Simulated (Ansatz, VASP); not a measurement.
One calculation of CuI, two programs

```
I Cu
1.0
     4.14402    0.00000    0.00000
     0.00000    4.14402    0.00000
     0.00000    0.00000    6.63767
I Cu
2 2
Direct
  0.00000 0.50000 0.74303
  0.50000 0.00000 0.25697
  0.00000 0.00000 0.00000
  0.50000 0.50000 0.00000
```

Change from the starting cell: volume scaled by 1.04.

Alike in both runs: task single point; functional LDA; k mesh 7 × 7 × 4; occupations fermi-dirac, width 0.05 eV; no spin polarisation.

|  | VASP | Ansatz |
| --- | --- | --- |
| version | VASP 6.6.1 | Ansatz 0.2.0 |
| potentials or method | VASP PAW LDA potentials, release 64 (I, Cu), cutoff 520 eV | all-electron LAPW, scalar-relativistic |

|  | VASP | Ansatz | Ansatz less VASP |
| --- | --- | --- | --- |
| gap on the k mesh at the Fermi level (eV) | 1.38 | 1.35 | -0.035 |
| least direct gap on the mesh (eV) | 1.38 | 1.35 | -0.035 |
| pressure (GPa) | -5.0 | -4.9 | +0.07 |
| traceless stress, the component that is largest in VASP (GPa) | 0.03 | 0.07 | +0.040 |
| rms of the force components (eV/Å) | 0.314 | 0.321 | +0.0069 |

LDA's correlation is that of Perdew and Zunger in VASP and of Perdew and Wang (1992) in Ansatz. Atom by atom the forces differ by 0.007 eV/Å (rms over components). Ansatz ran all-electron here, and VASP with PAW potentials.

Spin-orbit coupling is off throughout.
